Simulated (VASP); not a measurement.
# WC in VASP: single point with PBEsol

Aim: the single point of WC with PBEsol.

Everything below comes from runs of VASP 6.6.1. Logs are shortened: lines on timing, memory, paths and dates and some standing lists are left out, and cuts for length are marked.

## Step 1: The cell of the first run

The cell holds a slab with vacuum, 16 atoms: a = 5.800 Å, b = 5.800 Å, c = 15.256 Å, α = 90.00°, β = 90.00°, γ = 120.00°.

## Step 2: Single point, PBEsol

Contents of INCAR:

```
PREC = Accurate
ENCUT = 520
EDIFF = 1E-6
ISMEAR = -1
SIGMA = 0.05
LREAL = Auto
LASPH = T
NELM = 100
ALGO = Normal
ISIF = 2
LWAVE = F
LCHARG = F
GGA = PS
NBANDS = 86
```

Contents of KPOINTS:

```
regular mesh
0
Gamma
  2 2 1
```

Contents of POSCAR:

```
WC
1.0
    5.7996800000      0.0000000000      0.0000000000
   -2.8998400000      5.0226700000      0.0000000000
    0.0000000000      0.0000000000     15.2562950000
W C
8 8
Direct
    0.0000000000      0.0000000000      0.0655467137
   -0.0109262140     -0.0032651956      0.2606923896
   -0.0000000357      0.4999930316      0.0655467137
    0.0112078665      0.5279263818      0.2582278332
    0.4999931031      0.0000000000      0.0655467137
    0.5376602609      0.0249867103      0.2539476328
    0.4999930673      0.4999930316      0.0655467137
    0.5209501792      0.4813177055      0.2464032060
    0.3426671954      0.1355454370      0.1458479926
    0.3396072397      0.1531854571      0.3191403942
    0.3480697826      0.6654827014      0.1562764747
    0.3500559579      0.6762140455      0.3323939397
    0.8587563570      0.1651512044      0.1616775239
    0.8620626100      0.1715223178      0.3423046028
    0.8444349196      0.6266388196      0.1513408072
    0.8100812915      0.7011808460      0.3236303441
```

Potentials or basis: VASP PAW PBE potentials, release 64 (W_sv, C).

On the command line:

```
$ cat potpaw_PBE.64/W_sv/POTCAR potpaw_PBE.64/C/POTCAR > POTCAR
$ mpirun -np 1 vasp_std > vasp.out
```

OUTCAR:

```text
PREC = Accurate
   ENCUT = 520
   EDIFF = 1E-6
   ISMEAR = -1
   LREAL = Auto
   LASPH = T
   NELM = 100
   ISIF = 2
   GGA = PS

 ion  position               nearest neighbor table
   1  0.000  0.000  0.066-   9 2.12  13 2.13  15 2.29   7 2.90   3 2.90   5 2.90   5 2.90   3 2.90
                             7 2.90   2 2.98
   2  0.989  0.997  0.261-  16 1.78  14 1.97  10 1.98  13 2.13   9 2.50  15 2.51   6 2.71   4 2.79
                             8 2.87   8 2.97   1 2.98   4 3.02   6 3.10
   3  1.000  0.500  0.066-  15 1.93  11 2.23  13 2.24   1 2.90   7 2.90   5 2.90   5 2.90   7 2.90
                             1 2.90   4 2.94
   4  0.011  0.528  0.258-  12 2.05  15 2.12  16 2.13  14 2.21  11 2.31  13 2.35   8 2.72   2 2.79
                             6 2.84   3 2.94   6 2.97   2 3.02   8 3.11
   5  0.500  0.000  0.066-   9 1.92  11 2.18  13 2.32   6 2.88   7 2.90   1 2.90   3 2.90   3 2.90
                             1 2.90   7 2.90
   6  0.538  0.025  0.254-  10 1.93  14 2.12  12 2.12  13 2.14   9 2.27  11 2.34   8 2.70   2 2.71
                             4 2.84   5 2.88   4 2.97   2 3.10   8 3.11
   7  0.500  0.500  0.066-  11 2.11  15 2.19   9 2.21   8 2.77   1 2.90   5 2.90   3 2.90   3 2.90
                             5 2.90   1 2.90
   8  0.521  0.481  0.246-  16 1.92  10 1.99  15 2.18  12 2.26  11 2.26   9 2.32   6 2.70   4 2.72
                             7 2.77   2 2.87   2 2.97   4 3.11   6 3.11
   9  0.343  0.136  0.146-   5 1.92   1 2.12   7 2.21   6 2.27   8 2.32   2 2.50
  10  0.340  0.153  0.319-   6 1.93   2 1.98   8 1.99
  11  0.348  0.665  0.156-   7 2.11   5 2.18   3 2.23   8 2.26   4 2.31   6 2.34
  12  0.350  0.676  0.332-   4 2.05   6 2.12   8 2.26
  13  0.859  0.165  0.162-   1 2.13   2 2.13   6 2.14   3 2.24   5 2.32   4 2.35
  14  0.862  0.172  0.342-   2 1.97   6 2.12   4 2.21
  15  0.844  0.627  0.151-   3 1.93   4 2.12   8 2.18   7 2.19   1 2.29   2 2.51
  16  0.810  0.701  0.324-   2 1.78   8 1.92   4 2.13

  LATTYP: Found a hexagonal cell.
 ALAT       =     5.7996800000
 C/A-ratio  =     2.6305408229

  Lattice vectors:

 A1 = (   5.7996800000,   0.0000000000,   0.0000000000)
 A2 = (  -2.8998400000,   5.0226700000,   0.0000000000)
 A3 = (   0.0000000000,   0.0000000000,  15.2562950000)

Analysis of symmetry for initial positions (statically):
=====================================================================
 Subroutine PRICEL returns:
 Original cell was already a primitive cell.

 Routine SETGRP: Setting up the symmetry group for a
 hexagonal supercell.

 Subroutine GETGRP returns: Found  1 space group operations
 (whereof  1 operations were pure point group operations)
 out of a pool of 24 trial point group operations.

The static configuration has the point symmetry C_1 .

Analysis of symmetry for dynamics (positions and initial velocities):
=====================================================================
 Subroutine PRICEL returns:
 Original cell was already a primitive cell.

 Routine SETGRP: Setting up the symmetry group for a
 hexagonal supercell.

 Subroutine GETGRP returns: Found  1 space group operations
 (whereof  1 operations were pure point group operations)
 out of a pool of 24 trial point group operations.

The dynamic configuration has the point symmetry C_1 .

 Subroutine INISYM returns: Found  1 space group operations
 (whereof  1 operations are pure point group operations),
 and found     1 'primitive' translations

----------------------------------------------------------------------------------------

                                     Primitive cell

  volume of cell :     444.4140

  direct lattice vectors                    reciprocal lattice vectors
     5.799680000  0.000000000  0.000000000     0.172423306  0.099548646  0.000000000
    -2.899840000  5.022670000  0.000000000     0.000000000  0.199097293  0.000000000
     0.000000000  0.000000000 15.256295000     0.000000000  0.000000000  0.065546714

  length of vectors
     5.799680000  5.799679815 15.256295000     0.199097287  0.199097293  0.065546714

  position of ions in fractional coordinates (direct lattice)
     0.000000000  0.000000000  0.065546714
     0.989073786  0.996734804  0.260692390
     0.999999964  0.499993032  0.065546714
     0.011207867  0.527926382  0.258227833
     0.499993103  0.000000000  0.065546714
     0.537660261  0.024986710  0.253947633
[... 8 lines left out ...]
     0.844434920  0.626638820  0.151340807
     0.810081291  0.701180846  0.323630344

  ion indices of the primitive-cell ions
   primitive index   ion index
                 1           1
                 2           2
                 3           3
                 4           4
                 5           5
                 6           6
[... 8 lines left out ...]
                15          15
                16          16

----------------------------------------------------------------------------------------

 KPOINTS: regular mesh

Automatic generation of k-mesh.
 Grid dimensions read from file:
 generate k-points for:    2    2    1

 Generating k-lattice:

  Cartesian coordinates                     Fractional coordinates (reciprocal lattice)
     0.086211653  0.049774323  0.000000000     0.500000000  0.000000000  0.000000000
     0.000000000  0.099548646  0.000000000     0.000000000  0.500000000  0.000000000
     0.000000000  0.000000000  0.065546714     0.000000000  0.000000000  1.000000000

  Length of vectors
     0.099548643  0.099548646  0.065546714

  Shift w.r.t. Gamma in fractional coordinates (k-lattice)
     0.000000000  0.000000000  0.000000000

 Subroutine IBZKPT returns following result:
 ===========================================

 Found      4 irreducible k-points:

 Following reciprocal coordinates:
            Coordinates               Weight
  0.000000  0.000000  0.000000      1.000000
  0.500000 -0.000000  0.000000      1.000000
  0.000000  0.500000  0.000000      1.000000
  0.500000  0.500000  0.000000      1.000000
   k-points           NKPTS =      4   k-points in BZ     NKDIM =      4   number of bands    NBANDS=     86
   number of dos      NEDOS =    301   number of ions     NIONS =     16
   total plane-waves  NPLWV = 276480
   dimension x,y,z NGX =    48 NGY =   48 NGZ =  120
   dimension x,y,z NGXF=    96 NGYF=   96 NGZF=  240
   ions per type =               8   8
   NGX,Y,Z   is equivalent  to a cutoff of  13.76, 13.76, 13.08 a.u.
   NGXF,Y,Z  is equivalent  to a cutoff of  27.52, 27.52, 26.15 a.u.
 SYSTEM =  unknown system
   PREC   = accura    normal or accurate (medium, high low for compatibility)
   ISTART =      0    job   : 0-new  1-cont  2-samecut
   ICHARG =      2    charge: 1-file 2-atom 10-const
   ISPIN  =      1    spin polarized calculation?
   LNONCOLLINEAR =      F non collinear calculations
   LSORBIT =      F    spin-orbit coupling
   LASPH  =      T    aspherical Exc in radial PAW
   ENCUT  =  520.0 eV  38.22 Ry    6.18 a.u.  10.78 10.78 28.37*2*pi/ulx,y,z
   NELM   =    100;   NELMIN=  2; NELMDL= -5     # of ELM steps
   EDIFF  = 0.1E-05   stopping-criterion for ELM
   LREAL  =      T    real-space projection
   EDIFFG = 0.1E-04   stopping-criterion for IOM
   NSW    =      0    number of steps for IOM
   IBRION =     -1    ionic relax: 0-MD 1-quasi-New 2-CG
   NFREE  =      0    steps in history (QN), initial steepest desc. (CG)
   ISIF   =      2    stress and relaxation
   ISYM   =      2    0-nonsym 1-usesym 2-fastsym
   POTIM  = 0.5000    time-step for ionic-motion
   TEBEG  =    0.0;   TEEND  =   0.0 temperature during run
   PSTRESS=    0.0 pullay stress
   NELECT =     144.0000    total number of electrons
   NUPDOWN=      -1.0000    fix difference up-down
   EMIN   =  10.00;   EMAX   =-10.00  energy-range for DOS
   EFERMI =   0.00;   METHOD = LEGACY
   ISMEAR =    -1;   SIGMA  =   0.05  broadening in eV -4-tet -1-fermi 0-gaus
   EFERMI_NEDOS =   21; number of points for ismear=-14 and -15
   IALGO  =     38    algorithm
   IMIX   =      4    mixing-type and parameters
     AMIX     =   0.40;   BMIX     =  1.00
     AMIX_MAG =   1.60;   BMIX_MAG =  1.00
  volume/ion in A,a.u.               =      27.78       187.44
  Fermi-wavevector in a.u.,A,eV,Ry     =   1.124432  2.124868 17.202480  1.264347
  Thomas-Fermi vector in A             =   2.261103
   LORBIT       =      0    0 simple, 1 ext, 2 COOP (PROOUT), +10 PAW based schemes
   GGA     = PS    functional components
   LHFCALC =     F    Hartree Fock is set to
   AEXX    =    0.0000 exact exchange contribution
   IVDW    =     0    specifies the selected vdW correction
   LEPSILON=     F    determine dielectric tensor
   LRPA    =     F    only Hartree local field effects (RPA)
 non-spin polarized calculation
  energy-cutoff  :      520.00
  volume of cell :      444.41
 maximum number of plane-waves:     11992
 NGX is ok and might be reduce to    48
   NGX = 21   NGY = 21   NGZ = 57

 number of electron     143.9999996 magnetization

 Free energy of the ion-electron system (eV)
  ---------------------------------------------------
  ext. energy  EPLUGINS =         0.00000000
  ---------------------------------------------------
  free energy    TOTEN  =      -169.31836707 eV

  energy without entropy =     -169.23687060  energy(sigma->0) =     -169.27761883

 E-fermi :   0.8110     XC(G=0):  -6.4787

 val. band max:        0.6935174473   @ k =   0.0000   0.0000   0.0000
 cond. band min:       0.8372636413   @ k =   0.5000   0.5000   0.0000
 fundamental gap:      0.1437461939
 Fermi energy:         0.8109973471

 k-point     1 :       0.0000    0.0000    0.0000
  band No.  band energies     occupation
      1     -73.3196      2.00000
      2     -73.2667      2.00000
      3     -73.2459      2.00000
      4     -73.1953      2.00000
      5     -73.1408      2.00000
      6     -72.9924      2.00000
[... 76 lines left out ...]
     83       3.4460      0.00000
     84       3.8770      0.00000

 k-point     2 :       0.5000   -0.0000    0.0000
  band No.  band energies     occupation
      1     -73.3093      2.00000
      2     -73.2638      2.00000
      3     -73.2565      2.00000
      4     -73.1980      2.00000
      5     -73.1375      2.00000
      6     -72.9937      2.00000
[... 76 lines left out ...]
     83       2.8614      0.00000
     84       2.9354      0.00000

 k-point     3 :       0.0000    0.5000    0.0000
  band No.  band energies     occupation
      1     -73.3071      2.00000
      2     -73.2753      2.00000
      3     -73.2459      2.00000
      4     -73.1994      2.00000
      5     -73.1379      2.00000
      6     -72.9897      2.00000
[... 76 lines left out ...]
     83       2.8299      0.00000
     84       2.9376      0.00000

 k-point     4 :       0.5000    0.5000    0.0000
  band No.  band energies     occupation
      1     -73.3092      2.00000
      2     -73.2641      2.00000
      3     -73.2561      2.00000
      4     -73.1982      2.00000
      5     -73.1383      2.00000
      6     -72.9866      2.00000
[... 76 lines left out ...]
     83       2.9725      0.00000
     84       3.0701      0.00000
 [bands above 84 left out]

------------------------ aborting loop because EDIFF is reached ----------------------------------------

  FORCE on cell =-STRESS in cart. coord.  units (eV):
  Direction    XX          YY          ZZ          XY          YZ          ZX
  --------------------------------------------------------------------------------------
  -------------------------------------------------------------------------------------
  Total        7.5957603      2.9710568     -2.7131060     -2.5540246     -1.6716387     -5.3642002
  in kB       27.3838231     10.7110928     -9.7811427     -9.2076310     -6.0265012    -19.3387237
  external PRESSURE =       9.4379244 kB  Pullay stress =       0.0000000 kB

 VOLUME and BASIS-vectors are now :
 -----------------------------------------------------------------------------
  energy-cutoff  :      520.00
  volume of cell :      444.41
      direct lattice vectors                 reciprocal lattice vectors
     5.799680000  0.000000000  0.000000000     0.172423306  0.099548646  0.000000000
    -2.899840000  5.022670000  0.000000000     0.000000000  0.199097293  0.000000000
     0.000000000  0.000000000 15.256295000     0.000000000  0.000000000  0.065546714

 POSITION                                       TOTAL-FORCE (eV/Angst)
 -----------------------------------------------------------------------------------
      0.00000      0.00000      1.00000         0.375308     -0.244010      1.409985
      2.84594      5.00627      3.97720         3.320219      5.100368     -3.310867
      4.34978      2.51130      1.00000         1.906757     -1.135946      0.554859
     -1.46590      2.65160      3.93960         3.587262     -2.403554      0.474657
      2.89980      0.00000      1.00000         2.271721     -1.042836     -0.397104
      3.04580      0.12550      3.87430        -0.361049     -3.979783      0.923864
[... 8 lines left out ...]
      3.08030      3.14740      2.30890        -2.377765      2.166848     -0.285121
      2.66490      3.52180      4.93740         1.160817     -4.301424      3.505357
 -----------------------------------------------------------------------------------
    total drift:                               -0.007070     -0.009409     -0.018316

  FREE ENERGIE OF THE ION-ELECTRON SYSTEM (eV)
  ---------------------------------------------------
  free  energy   TOTEN  =      -169.3183670670 eV

  energy  without entropy=     -169.2368705957  energy(sigma->0) =     -169.27761883
```

It took 6.9 min on 1 thread of Intel Xeon Platinum 8375C at 2.90GHz (Ice Lake), shared host; peak memory 0.6 GiB.

What came out:

| Item | Value |
| --- | --- |
| Free energy | -169.3184 eV |
| Largest force | 6.928 eV/Å |
| Band gap on the k mesh | zero (band 72 reaches 1.02 eV, above the bottom of band 73 at 0.49 eV) |

Forces on the atoms (eV/Å):
```
W    0.375 -0.244  1.410
W    3.320  5.100 -3.311
W    1.907 -1.136  0.555
W    3.587 -2.404  0.475
W    2.272 -1.043 -0.397
W   -0.361 -3.980  0.924
W    0.449 -0.387  0.035
W   -4.845  1.507  1.349
C   -1.777  2.039  0.931
C   -0.634  0.992  1.142
C   -0.509  0.069 -0.221
C   -0.104 -0.016 -2.154
C   -1.206  0.621 -2.317
C   -1.257  1.016 -1.640
C   -2.378  2.167 -0.285
C    1.161 -4.301  3.505
```

Levels at points of the mesh, in eV from the Fermi level:
| k point | band 70 | band 71 | band 72 | band 73 | band 74 | band 75 |
| --- | --- | --- | --- | --- | --- | --- |
| (0.00, 0.00, 0.00) | 0.06 | 0.13 | 0.20 | 0.29 | 0.86 | 1.11 |
| (0.50, 0.00, 0.00) | -0.91 | -0.75 | -0.58 | 0.06 | 0.09 | 0.80 |
| (0.00, 0.50, 0.00) | -1.02 | -0.74 | -0.37 | -0.32 | 0.13 | 0.84 |
| (0.50, 0.50, 0.00) | -1.04 | -0.64 | -0.51 | -0.15 | 0.03 | 0.76 |

Caveat: the k points lie up to 0.63 Å⁻¹ apart; the PAW data sets were made with another functional, which shifts forces and pressure a little; spin-orbit coupling is left out, which moves the levels of the heavy elements.
